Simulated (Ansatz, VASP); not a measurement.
**One calculation of MgO, two programs**

The input INCAR:

```
SYSTEM = MgO
  PREC = Accurate
  ENCUT = 520
  EDIFF = 1E-6
  ISMEAR = 0
  SIGMA = 0.05
  LREAL = .FALSE.
  LASPH = .TRUE.
  NELM = 80
  ALGO = Normal
  ISIF = 2
  LWAVE = .FALSE.
  LCHARG = .FALSE.
  GGA = PE
  NBANDS = 16
```

KPOINTS

```
regular mesh
0
G
  9 9 6
  0 0 0
```

The input POSCAR:

```
MgO
1.0
    3.5712471184      0.0000000000      0.0000000000
   -1.7856235592      3.0927907277      0.0000000000
    0.0000000000      0.0000000000      4.4137043136
Mg O
2 2
Direct
    0.3333333333      0.6666666667     -0.0132065475
    0.6666666667      0.3333333333      0.4867934525
    0.3333333333      0.6666666667      0.3982811987
    0.6666666667      0.3333333333      0.8982811987
```

Input for Ansatz:

```yaml
crystal:
  lattice:
    - [3.5712471184, 0.0, 0.0]
    - [-1.7856235592, 3.0927907277, 0.0]
    - [0.0, 0.0, 4.4137043136]
  atoms:
    - { symbol: Mg, position: [0.3333333333, 0.6666666667, -0.0132065475] }
    - { symbol: Mg, position: [0.6666666667, 0.3333333333, 0.4867934525] }
    - { symbol: O, position: [0.3333333333, 0.6666666667, 0.3982811987] }
    - { symbol: O, position: [0.6666666667, 0.3333333333, 0.8982811987] }
basis:
  ecutwfc: 520.0
kpoints:
  mp_grid: { grid: [9, 9, 6] }
hamiltonian:
  xc: pbe
  pseudopotentials: { kind: paw, azcp: { folder: soft_1 } }
scf:
  occupations: { method: gaussian, width: 0.05 }
output:
  forces: true
  stress: true
  eigenvalues: true
```

Alike in both runs: task single point; functional PBE; k mesh 9 × 9 × 6; occupations gaussian, width 0.05 eV; no spin polarisation.

|  | VASP | Ansatz |
| --- | --- | --- |
| version | VASP 6.6.1 | Ansatz 0.2.0 |
| potentials or method | VASP PAW PBE potentials, release 64 (Mg, O), cutoff 520 eV | scalar-relativistic, plane waves, PAW |
| valence electrons in the cell | 16 | 32 |

```csv
,VASP,Ansatz,Ansatz less VASP
gap on the k mesh at the Fermi level (eV),3.09,3.11,+0.018
least direct gap on the mesh (eV),3.09,3.11,+0.018
pressure (GPa),1.1,1.5,+0.39
"traceless stress, the component that is largest in VASP (GPa)",21.39,21.11,-0.281
rms of the force components (eV/Å),1.405,1.384,-0.0211
```

Atom by atom the forces differ by 0.021 eV/Å (rms over components). With one functional, cell and mesh, what is left measures potentials, basis and numerics. VASP's potentials hold 16 valence electrons a cell and Ansatz's 32, so a difference there can come from the potentials and not from the codes.
